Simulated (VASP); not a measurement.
# Ge (Cmcm) in VASP: further runs

Aim: see how the results for Ge move with the level of theory and the settings. Levels: revPBE+D3(BJ), revPBE+D4, HF, PBE+D3(BJ). Tasks: relaxation of cell and atoms, single point.

All numbers are computed with VASP 6.6.1; they aren't measurements. Logs are shortened: lines on timing, memory, paths and dates and some standing lists are left out, and cuts for length are marked.

## 1. The cell of the first run

Symmetry: Cmcm, No. 63, orthorhombic system. The conventional cell has a = 2.976 Å, b = 5.189 Å, c = 4.728 Å, α = 90.00°, β = 90.00°, γ = 90.00°. Within 3.9 Å of Ge (site symmetry m2m) lie 12 Ge at 2.92 to 2.99 Å.

This isn't the form of Ge at room conditions, which is diamond.

## 2. Relaxation of cell and atoms, revPBE+D3(BJ)

Contents of INCAR:

```
ALGO     = Normal         # electronic algorithm
EDIFF    = 1E-7           # SCF threshold, eV
EDIFFG   = -0.02          # ionic threshold
ENCUT    = 600            # plane-wave cutoff, eV
GGA      = RE             # functional
IBRION   = 2              # ionic algorithm
ISIF     = 3              # what is computed and relaxed
ISMEAR   = -1             # smearing method
IVDW     = 12             # dispersion correction
LASPH    = T              # aspherical terms in the spheres
LCHARG   = F              # write CHGCAR
LREAL    = F              # projectors in reciprocal space
LWAVE    = F              # write WAVECAR
NELM     = 60             # most SCF steps
NSW      = 80             # ionic steps
PREC     = Accurate       # precision mode
SIGMA    = 0.05           # smearing width, eV
```

Contents of KPOINTS:

```
k-points
0
Gamma
  10 10 6
```

Contents of POSCAR:

```
Ge
1.0
    1.4880529250     -2.5946896100      0.0000000000
    1.4880529250      2.5946896100      0.0000000000
    0.0000000000      0.0000000000      4.7275957900
Ge
2
Direct
    0.3334466300      0.6665533700      0.2500000000
    0.6665533700      0.3334466300      0.7500000000
```

Potentials or basis: VASP PAW PBE potentials, release 64 (Ge_d).

On the command line:

```sh
$ cat potpaw_PBE.64/Ge_d/POTCAR > POTCAR
$ mpirun -np 1 vasp_std > vasp.out
```

OUTCAR:

```text
EDIFF = 1E-7
   EDIFFG = -0.02
   ENCUT = 600
   GGA = RE
   IBRION = 2
   ISIF = 3
   ISMEAR = -1
   IVDW = 12
   LASPH = T
   LREAL = F
   NELM = 60
   NSW = 80
   PREC = Accurate
 IVDW          = 12

 ion  position               nearest neighbor table
   1  0.333  0.667  0.250-
   2  0.667  0.333  0.750-

  LATTYP: Found a base centered orthorhombic cell.
 ALAT       =     2.9761058500
 B/A-ratio  =     1.7436809984
 C/A-ratio  =     1.5885173540

  Lattice vectors:

 A1 = (   1.4880529250,  -2.5946896100,   0.0000000000)
 A2 = (   1.4880529250,   2.5946896100,   0.0000000000)
 A3 = (   0.0000000000,   0.0000000000,   4.7275957900)

Analysis of symmetry for initial positions (statically):
=====================================================================
 Subroutine PRICEL returns:
 Original cell was already a primitive cell.

 Routine SETGRP: Setting up the symmetry group for a
 base centered orthorhombic supercell.

 Subroutine GETGRP returns: Found  8 space group operations
 (whereof  4 operations were pure point group operations)
 out of a pool of  8 trial point group operations.

The static configuration has the point symmetry C_2h.
 The point group associated with its full space group is D_2h.

Analysis of symmetry for dynamics (positions and initial velocities):
=====================================================================
 Subroutine PRICEL returns:
 Original cell was already a primitive cell.

 Routine SETGRP: Setting up the symmetry group for a
 base centered orthorhombic supercell.

 Subroutine GETGRP returns: Found  8 space group operations
 (whereof  4 operations were pure point group operations)
 out of a pool of  8 trial point group operations.

The dynamic configuration has the point symmetry C_2h.
 The point group associated with its full space group is D_2h.

 Subroutine INISYM returns: Found  8 space group operations
 (whereof  4 operations are pure point group operations),
 and found     1 'primitive' translations

----------------------------------------------------------------------------------------

                                     Primitive cell

  volume of cell :      36.5068

  direct lattice vectors                    reciprocal lattice vectors
     1.488052925 -2.594689610  0.000000000     0.336009554 -0.192701277  0.000000000
     1.488052925  2.594689610  0.000000000     0.336009554  0.192701277  0.000000000
     0.000000000  0.000000000  4.727595790     0.000000000  0.000000000  0.211524006

  length of vectors
     2.991106096  2.991106096  4.727595790     0.387345069  0.387345069  0.211524006

  position of ions in fractional coordinates (direct lattice)
     0.333446630  0.666553370  0.250000000
     0.666553370  0.333446630  0.750000000

  ion indices of the primitive-cell ions
   primitive index   ion index
                 1           1
                 2           2

----------------------------------------------------------------------------------------

 KPOINTS: k-points

Automatic generation of k-mesh.
 Grid dimensions read from file:
 generate k-points for:   10   10    6

 Generating k-lattice:

  Cartesian coordinates                     Fractional coordinates (reciprocal lattice)
     0.033600955 -0.019270128  0.000000000     0.100000000 -0.000000000  0.000000000
     0.033600955  0.019270128  0.000000000    -0.000000000  0.100000000  0.000000000
     0.000000000  0.000000000  0.035254001     0.000000000  0.000000000  0.166666667

  Length of vectors
     0.038734507  0.038734507  0.035254001

  Shift w.r.t. Gamma in fractional coordinates (k-lattice)
     0.000000000  0.000000000  0.000000000

 Subroutine IBZKPT returns following result:
 ===========================================

 Found    124 irreducible k-points:

 Following reciprocal coordinates:
            Coordinates               Weight
  0.000000  0.000000  0.000000      1.000000
  0.100000  0.000000  0.000000      4.000000
  0.200000  0.000000  0.000000      4.000000
  0.300000 -0.000000  0.000000      4.000000
  0.400000 -0.000000  0.000000      4.000000
  0.500000 -0.000000  0.000000      2.000000
[... 16 lines left out ...]
  0.300000  0.300000  0.000000      2.000000
  0.400000  0.300000  0.000000      4.000000
 [... further k-points ...]
   k-points           NKPTS =    124   k-points in BZ     NKDIM =    124   number of bands    NBANDS=     18
   number of dos      NEDOS =    301   number of ions     NIONS =      2
   total plane-waves  NPLWV =  23040
   dimension x,y,z NGX =    24 NGY =   24 NGZ =   40
   dimension x,y,z NGXF=    48 NGYF=   48 NGZF=   80
   ions per type =               2
   NGX,Y,Z   is equivalent  to a cutoff of  13.34, 13.34, 14.07 a.u.
   NGXF,Y,Z  is equivalent  to a cutoff of  26.68, 26.68, 28.13 a.u.
 SYSTEM =  unknown system
   PREC   = accura    normal or accurate (medium, high low for compatibility)
   ISTART =      0    job   : 0-new  1-cont  2-samecut
   ICHARG =      2    charge: 1-file 2-atom 10-const
   ISPIN  =      1    spin polarized calculation?
   LNONCOLLINEAR =      F non collinear calculations
   LSORBIT =      F    spin-orbit coupling
   LASPH  =      T    aspherical Exc in radial PAW
   ENCUT  =  600.0 eV  44.10 Ry    6.64 a.u.   5.97  5.97  9.44*2*pi/ulx,y,z
   NELM   =     60;   NELMIN=  2; NELMDL= -5     # of ELM steps
   EDIFF  = 0.1E-06   stopping-criterion for ELM
   LREAL  =      F    real-space projection
   EDIFFG = -.2E-01   stopping-criterion for IOM
   NSW    =     80    number of steps for IOM
   IBRION =      2    ionic relax: 0-MD 1-quasi-New 2-CG
   NFREE  =      1    steps in history (QN), initial steepest desc. (CG)
   ISIF   =      3    stress and relaxation
   ISYM   =      2    0-nonsym 1-usesym 2-fastsym
   POTIM  = 0.5000    time-step for ionic-motion
   TEBEG  =    0.0;   TEEND  =   0.0 temperature during run
   PSTRESS=    0.0 pullay stress
   NELECT =      28.0000    total number of electrons
   NUPDOWN=      -1.0000    fix difference up-down
   EMIN   =  10.00;   EMAX   =-10.00  energy-range for DOS
   EFERMI =   0.00;   METHOD = LEGACY
   ISMEAR =    -1;   SIGMA  =   0.05  broadening in eV -4-tet -1-fermi 0-gaus
   EFERMI_NEDOS =   21; number of points for ismear=-14 and -15
   IALGO  =     38    algorithm
   IMIX   =      4    mixing-type and parameters
     AMIX     =   0.40;   BMIX     =  1.00
     AMIX_MAG =   1.60;   BMIX_MAG =  1.00
  volume/ion in A,a.u.               =      18.25       123.18
  Fermi-wavevector in a.u.,A,eV,Ry     =   1.498544  2.831837 30.553703  2.245634
  Thomas-Fermi vector in A             =   2.610289
   LORBIT       =      0    0 simple, 1 ext, 2 COOP (PROOUT), +10 PAW based schemes
   GGA     = RE    functional components
   LHFCALC =     F    Hartree Fock is set to
   AEXX    =    0.0000 exact exchange contribution
   IVDW    =    12    specifies the selected vdW correction
   LEPSILON=     F    determine dielectric tensor
   LRPA    =     F    only Hartree local field effects (RPA)
 conjugate gradient relaxation of ions
 non-spin polarized calculation
  energy-cutoff  :      600.00
  volume of cell :       36.51
 maximum number of plane-waves:      1237
   NGX = 11   NGY = 11   NGZ = 19

--------------------------------------- Ionic step        1  -------------------------------------------

 number of electron      27.9999997 magnetization

 Free energy of the ion-electron system (eV)
  ---------------------------------------------------
  ext. energy  EPLUGINS =         0.00000000
  ---------------------------------------------------
  free energy    TOTEN  =        -7.73918436 eV

  energy without entropy =       -7.73062909  energy(sigma->0) =       -7.73490673

------------------------ aborting loop because EDIFF is reached ----------------------------------------

 Edisp (eV)   -1.38072

 E8    (eV) :    -0.9720

  FORCE on cell =-STRESS in cart. coord.  units (eV):
  Direction    XX          YY          ZZ          XY          YZ          ZX
  --------------------------------------------------------------------------------------
  -------------------------------------------------------------------------------------
  Total      -0.35841    -0.30773     0.24709     0.00000     0.00000     0.00000
  in kB     -15.72946   -13.50516    10.84418     0.00000     0.00000     0.00000
  external pressure =       -6.13 kB  Pullay stress =        0.00 kB
[... 97 lines left out ...]
  FREE ENERGIE OF THE ION-ELECTRON SYSTEM (eV)
  ---------------------------------------------------
  free  energy   TOTEN  =        -9.1259637213 eV

  energy  without entropy=       -9.1183008520  energy(sigma->0) =       -9.12213229

[... ionic steps 4 to 11 ...]

--------------------------------------- Ionic step       12  -------------------------------------------

 number of electron      27.9999986 magnetization

------------------------ aborting loop because EDIFF is reached ----------------------------------------

 Edisp (eV)   -1.39399

 E8    (eV) :    -0.9814
[... 69 lines left out ...]
  energy  without entropy=       -9.1201077535  energy(sigma->0) =       -9.12355453

--------------------------------------- Ionic step       14  -------------------------------------------

 number of electron      27.9999986 magnetization

 Free energy of the ion-electron system (eV)
  ---------------------------------------------------
  ext. energy  EPLUGINS =         0.00000000
  ---------------------------------------------------
  free energy    TOTEN  =        -7.73160863 eV

  energy without entropy =       -7.72486851  energy(sigma->0) =       -7.72823857

 E-fermi :   7.3150     XC(G=0): -11.4438

 val. band max:        7.2799408018   @ k =  -0.3000   0.1000   0.0000
 cond. band min:       7.3177268177   @ k =   0.4000   0.3000   0.0000
 fundamental gap:      0.0377860159
 Fermi energy:         7.3149681463

 k-point     1 :       0.0000    0.0000    0.0000
  band No.  band energies     occupation
      1     -17.4544      2.00000
      2     -17.4476      2.00000
      3     -17.4474      2.00000
      4     -17.4387      2.00000
      5     -17.4359      2.00000
      6     -17.4281      2.00000
[... 10 lines left out ...]
     17      16.5946      0.00000
     18      17.0604      0.00000
[... 466 lines left out ...]
      2     -17.4334      2.00000
      3     -17.4299      2.00000
      4     -17.4231      2.00000
      5     -17.4096      2.00000
      6     -17.3940      2.00000
[... 10 lines left out ...]
     17       8.6504      0.00000
     18       9.1596      0.00000

 [... further k-points ...]

------------------------ aborting loop because EDIFF is reached ----------------------------------------

 Edisp (eV)   -1.39546

 E8    (eV) :    -0.9824

  FORCE on cell =-STRESS in cart. coord.  units (eV):
  Direction    XX          YY          ZZ          XY          YZ          ZX
  --------------------------------------------------------------------------------------
  -------------------------------------------------------------------------------------
  Total      -0.02823    -0.03486     0.01679     0.00000    -0.00000     0.00000
  in kB      -1.25170    -1.54578     0.74471     0.00000    -0.00000     0.00000
  external pressure =       -0.68 kB  Pullay stress =        0.00 kB
[... 17 lines left out ...]
  FREE ENERGIE OF THE ION-ELECTRON SYSTEM (eV)
  ---------------------------------------------------
  free  energy   TOTEN  =        -9.1270638161 eV

  energy  without entropy=       -9.1203236992  energy(sigma->0) =       -9.12369376

 reached required accuracy - stopping structural energy minimisation
```

Run time: 20 min. Hardware: 1 thread of AMD EPYC 7R13, shared host; peak memory 0.2 GiB.

Results:

```
Free energy                           : -9.1271 eV
Relaxed volume                        : 18.07 Å³/atom
Relaxed cell                          : a = 2.966 Å, b = 2.966 Å, c = 4.793 Å, α = 90.00°, β = 90.00°, γ = 121.01°
Space group after relaxing (to 0.1 Å) : P6_3/mmc (No. 194)
Energy gained by relaxing             : 3.6 meV/atom
Ionic steps                           : 14
Pressure after relaxing               : -0.1 GPa
Largest force after relaxing          : 0.010 eV/Å
Band gap on the k mesh                : zero (bands 14 and 15 overlap by 9.29 eV)
Dispersion energy per atom            : -0.698 eV
```

Forces on the atoms (eV/Å):
```
Ge   0.000 -0.010  0.000
Ge   0.000  0.010  0.000
```

Step by step:
```
step  energy change (eV)  largest force (eV/Å)  pressure (GPa)  volume (Å³)
   1              0.0000                0.0008           -0.61        36.51
   2             -0.0050                0.0032            0.05        36.14
   3             -0.0061                0.0068            0.68        35.78
   4             -0.0062                0.0061            0.53        35.88
   5             -0.0068                0.0077           -0.11        36.15
   6             -0.0068                0.0075            0.01        36.09
   7             -0.0068                0.0075            0.05        36.09
   8             -0.0070                0.0085           -0.10        36.12
   9             -0.0070                0.0086           -0.06        36.13
  10             -0.0071                0.0091           -0.14        36.15
  11             -0.0071                0.0097           -0.25        36.19
  12             -0.0071                0.0094           -0.09        36.17
  13             -0.0071                0.0095           -0.17        36.18
  14             -0.0072                0.0104           -0.07        36.13
```

Final structure:
```
Ge
1.0
     1.46016   -2.58122    0.00000
     1.46016    2.58122    0.00000
     0.00000    0.00000    4.79340
Ge
2
Direct
  0.33384 0.66616 0.25000
  0.66616 0.33384 0.75000
```

Levels at points of the mesh, in eV from the Fermi level:
```tsv
k point	band 11	band 12	band 13	band 14	band 15	band 16	band 17	band 18
(0.00, 0.00, 0.00)	-13.50	-7.85	-5.75	6.89	7.28	8.90	9.28	9.75
(0.50, 0.00, 0.00)	-8.32	-7.08	-2.43	-1.55	-0.90	1.37	2.58	6.51
(0.50, 0.50, 0.00)	-8.55	-7.22	-2.56	-1.63	-1.09	1.24	3.07	6.96
(0.00, 0.00, 0.50)	-11.87	-11.87	1.41	1.41	8.00	8.00	8.37	8.37
(0.50, 0.00, 0.50)	-6.90	-6.90	-5.03	-5.03	4.19	4.19	4.93	4.93
(0.50, 0.50, 0.50)	-7.14	-7.14	-5.11	-5.11	4.67	4.67	4.93	4.93
```

Caveat: the PAW data sets were made with another functional, which shifts forces and pressure a little.

(Continued in part 2 of 3.)
